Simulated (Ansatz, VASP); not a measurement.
## AlCu in VASP and in Ansatz

```xyz
2
Lattice="0.0000 2.4916 2.4916 2.4916 0.0000 2.4916 2.4916 2.4916 0.0000" Properties=species:S:1:pos:R:3 pbc="T T T"
Cu    0.0000    0.0000    0.0000
Al    2.4916    2.4916    2.4916
```

Alike in both runs: functional PBEsol; k mesh 14 × 14 × 14; occupations fermi-dirac, width 0.1 eV; no spin polarisation.

Ansatz relaxed the structure, and its values are those at the end. VASP's run is a single point on that final structure, the one shown.

|  | VASP | Ansatz |
| --- | --- | --- |
| version | VASP 6.6.1 | Ansatz 0.2.0 |
| potentials or method | VASP PAW PBE potentials, release 64 (Cu, Al) | PAW with Ansatz's default frozen-core files, scalar-relativistic |
| plane-wave cutoff (eV) | 520 | 420 |
| valence electrons in the cell | 14 | 22 |

|  | VASP | Ansatz | Ansatz less VASP |
| --- | --- | --- | --- |
| pressure (GPa) | 0.3 | 0.0 | -0.29 |

VASP's potentials were made for PBE, not for PBEsol. VASP's potentials hold 14 valence electrons a cell and Ansatz's 22, so a difference there can come from the potentials and not from the codes.
